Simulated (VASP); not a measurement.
A run of VASP 6.6.1 is set up as follows.

INCAR

```
  PREC = Accurate
  ENCUT = 600
  EDIFF = 1E-6
  ISMEAR = -1
  SIGMA = 0.08
  LREAL = False
  LASPH = True
  NELM = 60
  ALGO = Normal
  ISIF = 3
  LWAVE = False
  LCHARG = False
  GGA = PE
  IBRION = 2
  NSW = 60
  EDIFFG = -0.005
```

The input KPOINTS:

```
Automatic mesh
0
Gamma
  19 19 19
```

POSCAR

```
W
1.0
   -1.5921819128      1.5921819128      1.5921819128
    1.5921819128     -1.5921819128      1.5921819128
    1.5921819128      1.5921819128     -1.5921819128
W
1
Direct
    0.0000000000      0.0000000000      0.0000000000
```

Potentials or basis: VASP PAW PBE potentials, release 64 (W_sv).

Launch:

```sh
$ cat potpaw_PBE.64/W_sv/POTCAR > POTCAR
$ mpirun -np 1 vasp_std > vasp.out
```

(1) Estimate the relaxed cell.

(2) Estimate the band gap on the k mesh.

(3) Predict the relaxed volume.

Results:

(1) a = 2.759 Å, b = 2.759 Å, c = 2.759 Å, α = 109.47°, β = 109.47°, γ = 109.47°.

(2) zero (band 7 reaches 15.87 eV, above the bottom of band 8 at 9.97 eV).

(3) 16.16 Å³/atom.

Caveat: spin-orbit coupling is left out, which moves the levels of the heavy elements.
